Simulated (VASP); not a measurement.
Li3TeCl, 5 atoms in the cell. The structure is cubic, space group Pm-3m (No. 221). The conventional cell has a = 5.064 Å, b = 5.064 Å, c = 5.064 Å, α = 90.00°, β = 90.00°, γ = 90.00°. Within 4.7 Å of Te (site symmetry m-3m) lie 12 Li at 3.58 Å and 8 Cl at 4.39 Å. Within 3.3 Å of Cl (site symmetry m-3m) lie 6 Li at 2.53 Å. Li (site symmetry 4/mmm) has 2 Cl at 2.53 Å within 3.3 Å. 

| Quantity | Value |
| --- | --- |
| Program | VASP 6.6.1 |
| Task | single point |
| Functional | PBEsol |
| Potentials or basis | VASP PAW PBE potentials, release 64 (Te, Cl, Li_sv) |
| Cutoff | 520 eV |
| k mesh | 4 × 4 × 4 |
| Occupations | gaussian, width 0.05 eV |
| Spin | no spin polarisation |
| Dipole correction | no |
| Further INCAR settings | ALGO = Normal; EDIFF = 1e-06; NBANDS = 19 |

Potentials or basis: VASP PAW PBE potentials, release 64 (Te, Cl, Li_sv).

Run with:

```sh
$ cat potpaw_PBE.64/Te/POTCAR potpaw_PBE.64/Cl/POTCAR potpaw_PBE.64/Li_sv/POTCAR > POTCAR
$ mpirun -np 1 vasp_std > vasp.out
```

Hardware: 1 thread of AMD EPYC 9R14 (Zen 4) (shared host).

Q: Estimate the wall time of this run.

A: It took 28 s on 1 thread of AMD EPYC 9R14 (Zen 4), on a shared host, peak memory 0.21 GiB. Counts: scf iterations 12, k points 10.
